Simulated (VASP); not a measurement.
Ba, 1 atom in the cell. The structure is hexagonal, space group P6/mmm (No. 191). The conventional cell has a = 4.529 Å, b = 4.529 Å, c = 4.899 Å, α = 90.00°, β = 90.00°, γ = 120.00°. 

```yaml
Program: VASP 6.6.1
Task: single point
Functional: PBEsol
Potentials_or_basis: VASP PAW PBE potentials, release 64 (Ba_sv)
Cutoff: 500 eV
k_mesh: 6 × 6 × 5
Occupations: methfessel-paxton, width 0.1 eV
Spin: no spin polarisation
Dipole_correction: no
Further_INCAR_settings: ALGO = Normal; EDIFF = 1e-06; NBANDS = 11
```

Potentials or basis: VASP PAW PBE potentials, release 64 (Ba_sv).

Run with:

```console
$ cat potpaw_PBE.64/Ba_sv/POTCAR > POTCAR
$ mpirun -np 1 vasp_std > vasp.out
```

Hardware: 1 thread of AMD EPYC 7R13, with other jobs on the host.

Question: Estimate the wall time of this run.

Answer: Wall time 34 s on 1 thread of AMD EPYC 7R13, with other jobs on the host, peak memory 0.17 GiB. Counts: scf iterations 11, k points 21.
